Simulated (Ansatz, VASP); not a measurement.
Bi in VASP and in Ansatz

```xyz
2
Lattice="3.4587 0.0000 0.0000 -1.7293 2.9953 0.0000 0.0000 0.0000 5.6755" Properties=species:S:1:pos:R:3 pbc="T T T"
Bi    0.0000    1.9969    1.4189
Bi    1.7293    0.9984    4.2566
```

Alike in both runs: functional LDA; k mesh 14 × 14 × 8; occupations fermi-dirac, width 0.1 eV; no spin polarisation.

Ansatz relaxed the structure, and its values are those at the end. VASP's run is a single point on that final structure, the one shown.

|  | VASP | Ansatz |
| --- | --- | --- |
| version | VASP 6.6.1 | Ansatz 0.2.0 |
| potentials or method | VASP PAW LDA potentials, release 64 (Bi_d) | PAW with Ansatz's default frozen-core files, scalar-relativistic |
| plane-wave cutoff (eV) | 500 | 420 |
| valence electrons in the cell | 30 | 30 |

```csv
,VASP,Ansatz,Ansatz less VASP
pressure (GPa),0.1,0.0,-0.10
```

LDA's correlation is that of Perdew and Zunger in VASP and of Perdew and Wang (1992) in Ansatz.

Spin-orbit coupling is off throughout.
